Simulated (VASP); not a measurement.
Wanted: the native input for a VASP 6.6.1 run.

```
Task                   : single point
Functional             : PBE
Dispersion             : D3(BJ)
Potentials or basis    : VASP PAW PBE potentials, release 64 (Sn_d, O)
Cutoff                 : 520 eV
k mesh                 : 10 × 10 × 4
Occupations            : gaussian, width 0.1 eV
Spin                   : no spin polarisation
Dipole correction      : no
Further INCAR settings : ALGO = Normal; EDIFF = 1e-07; NBANDS = 50
```

The structure of SnO lies in POSCAR:

```
SnO
1.0
    2.6582564952     -2.6582491066      0.0000000000
    2.6582564952      2.6582491066      0.0000000000
    0.0000000000      0.0000000000      9.6403146759
Sn O
4 4
Direct
   -0.0001120274      0.0001120274      0.0014470245
    0.0001120274     -0.0001120274      0.5014470245
    0.5001120274      0.4998879726      0.2555529754
    0.4998879726      0.5001120274      0.7555529754
    1.0001161821      0.4998838179      0.3785000000
   -0.0001161821      0.5001161821      0.8785000000
    0.5001161821     -0.0001161821      0.3785000000
    0.4998838179      1.0001161821      0.8785000000
```

This cell differs from its parent crystal: biaxial strain in the a-b plane: -2.0 %, then relaxed in part.

One way to write it, as run:

INCAR

```
ALGO     = Normal         # electronic algorithm
EDIFF    = 1E-7           # SCF threshold, eV
ENCUT    = 520            # plane-wave cutoff, eV
GGA      = PE             # functional
ISIF     = 2              # what is computed and relaxed
ISMEAR   = 0              # smearing method
IVDW     = 12             # dispersion correction
LASPH    = True           # aspherical terms in the spheres
LCHARG   = False          # write CHGCAR
LREAL    = False          # projectors in reciprocal space
LWAVE    = False          # write WAVECAR
NBANDS   = 50             # bands
NELM     = 100            # most SCF steps
PREC     = Accurate       # precision mode
SIGMA    = 0.1            # smearing width, eV
```

KPOINTS

```
k-points
0
Gamma
  10 10 4
```

Potentials or basis: VASP PAW PBE potentials, release 64 (Sn_d, O).

Run with:

```console
$ cat potpaw_PBE.64/Sn_d/POTCAR potpaw_PBE.64/O/POTCAR > POTCAR
$ mpirun -np 1 vasp_std > vasp.out
```

It gave:

```json
{
  "Pressure": "2.6 GPa",
  "Largest force": "0.084 eV/Å",
  "Band gap on the k mesh": "zero (band 40 reaches 7.69 eV, above the bottom of band 41 at 7.33 eV)",
  "Dispersion energy per atom": "-0.242 eV"
}
```

Caveat: the cell differs from its parent crystal (biaxial strain in the a-b plane: -2.0 %, then relaxed in part); spin-orbit coupling is left out, which moves the levels of the heavy elements; pairwise dispersion overbinds metals, which lowers pressure and volume.

Run time: 5.7 min on 1 thread of Intel(R) Xeon(R) 6975P-C (Granite Rapids) (shared host), peak memory 0.55 GiB.
